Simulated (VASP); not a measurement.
## Al: single point with LDA

The system is Al.

```
Al
1.0
     0.00000    1.90532    1.90532
     1.90532    0.00000    1.90532
     1.90532    1.90532    0.00000
Al
1
Direct
  0.00000 0.00000 0.00000
```

* Program: VASP 6.6.1
* Task: single point
* Functional: LDA
* Potentials or basis: VASP PAW LDA potentials, release 64 (Al)
* Cutoff: 520 eV
* k mesh: 24 × 24 × 24
* Occupations: fermi-dirac, width 0.05 eV
* Spin: no spin polarisation
* Dipole correction: no
* Further INCAR settings: ALGO = Normal; EDIFF = 1e-07; NBANDS = 8

- Pressure: 15.2 GPa

Levels at points of the mesh, in eV from the Fermi level:
| k point | band 1 | band 2 | band 3 | band 4 | band 5 | band 6 |
| --- | --- | --- | --- | --- | --- | --- |
| (0.00, 0.00, 0.00) | -12.38 | 13.56 | 13.56 | 13.56 | 16.33 | 16.33 |
| (0.50, 0.00, 0.00) | -5.29 | -4.66 | 12.25 | 12.25 | 13.23 | 13.23 |
| (0.50, 0.50, 0.00) | -3.34 | -1.70 | 5.30 | 6.41 | 6.41 | 10.79 |

It took 14 s on 1 thread of Intel(R) Xeon(R) 6975P-C (Granite Rapids), with other jobs on the host, peak memory 0.14 GiB.
